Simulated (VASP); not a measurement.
Wanted: the native input for a VASP 6.6.1 run.

* Task: single point
* Functional: PBE
* Potentials or basis: VASP PAW PBE potentials, release 64 (Pb_d, Se)
* Cutoff: 520 eV
* k mesh: 8 × 8 × 1
* Occupations: gaussian, width 0.05 eV
* Spin: no spin polarisation
* Dipole correction: yes
* Further INCAR settings: ALGO = Normal; EDIFF = 1e-06; NBANDS = 61

The structure of PbSe lies in POSCAR:

```
PbSe
1.0
    4.3967104792      0.0000000000      0.0000000000
    0.0000000000      4.3967104792      0.0000000000
    0.0000000000      0.0000000000     27.4357751789
Pb Se
5 5
Direct
    0.5000000000      0.5000000000      0.2733657041
    0.0000000000      0.0000000000      0.3866828521
    0.5000000000      0.5000000000      0.5000000000
    0.0000000000      0.0000000000      0.6133171479
    0.5000000000      0.5000000000      0.7266342959
    0.0000000000      0.0000000000      0.2733657041
    0.5000000000      0.5000000000      0.3866828521
    0.0000000000      0.0000000000      0.5000000000
    0.5000000000      0.5000000000      0.6133171479
    0.0000000000      0.0000000000      0.7266342959
```

One way to write it, as run:

INCAR

```
PREC = Accurate ; ENCUT = 520
EDIFF = 1E-6 ; ISMEAR = 0
SIGMA = 0.05 ; LREAL = False
LASPH = True ; NELM = 80
ALGO = Normal ; ISIF = 2
LWAVE = False ; LCHARG = False
LDIPOL = True ; IDIPOL = 3
DIPOL = 0.5 0.5 0.500 ; GGA = PE
NBANDS = 61
```

KPOINTS

```
regular mesh
0
Gamma
  8 8 1
```

Potentials or basis: VASP PAW PBE potentials, release 64 (Pb_d, Se).

Launch:

```sh
$ cat potpaw_PBE.64/Pb_d/POTCAR potpaw_PBE.64/Se/POTCAR > POTCAR
$ mpirun -np 1 vasp_std > vasp.out
```

Results of the run:

```json
{
  "Largest force": "0.402 eV/Å",
  "Band gap on the k mesh": "0.77 eV"
}
```

Caveat: spin-orbit coupling is left out, which moves the levels of the heavy elements.

Run time: 16 min on 1 thread of Intel(R) Xeon(R) Platinum 8375C CPU @ 2.90GHz (Ice Lake), with other jobs on the host, peak memory 0.77 GiB.
